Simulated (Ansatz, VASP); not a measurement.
# Two plane-wave programs on Pt

File INCAR:

```
  PREC = Accurate
  ENCUT = 520
  EDIFF = 1E-7
  ISMEAR = 0
  SIGMA = 0.15
  LREAL = False
  LASPH = True
  NELM = 80
  ALGO = Fast
  ISIF = 2
  LWAVE = False
  LCHARG = True
  GGA = PE
  LELF = True
  LVHAR = True
  NBANDS = 11
```

The input KPOINTS:

```
Automatic mesh
0
Gamma
  26 26 26
```

POSCAR

```
Pt
1.0
    0.0000000000      1.9850550539      1.9850550539
    2.0148308797      0.0000000000      1.9850550539
    2.0148308797      1.9850550539      0.0000000000
Pt
1
Direct
    0.0000000000      0.0000000000      0.0000000000
```

Input for Ansatz:

```yaml
crystal:
  lattice:
    - [0.0, 1.9850550539, 1.9850550539]
    - [2.0148308797, 0.0, 1.9850550539]
    - [2.0148308797, 1.9850550539, 0.0]
  atoms:
    - { symbol: Pt, position: [0.0, 0.0, 0.0] }
basis:
  ecutwfc: 420
kpoints:
  mp_grid: { grid: [26, 26, 26] }
hamiltonian:
  xc: pbe
scf:
  occupations: { method: gaussian, width: 0.15 }
output:
  forces: true
  stress: true
  eigenvalues: true
```

Change from the starting cell: strain +0.0150 x Voigt [1, 0, 0, 0, 0, 0], atoms carried along.

Alike in both runs: task single point; functional PBE; k mesh 26 × 26 × 26; occupations gaussian, width 0.15 eV; no spin polarisation.

|  | VASP | Ansatz |
| --- | --- | --- |
| version | VASP 6.6.1 | Ansatz 0.2.0 |
| potentials or method | VASP PAW PBE potentials, release 64 (Pt), cutoff 520 eV | scalar-relativistic, plane waves, PAW |
| valence electrons in the cell | 10 | 18 |

VASP gave:

| Item | Value |
| --- | --- |
| gap on the k mesh at the Fermi level (eV) | none |
| pressure (GPa) | -3.9 |
| traceless stress, the component that is largest in VASP (GPa) | -0.87 |

Q: Which values does Ansatz return?

A: gap on the k mesh at the Fermi level (eV): none; pressure (GPa): -3.4; traceless stress, the component that is largest in VASP (GPa): -0.88.

A gap of «none» marks a metal or a gap that the smearing closes. The functional is the same, so the differences come from potentials, cutoffs and numerics. VASP's potentials hold 10 valence electrons a cell and Ansatz's 18, so a difference there can come from the potentials and not from the codes.

Neither program's run includes spin-orbit coupling.
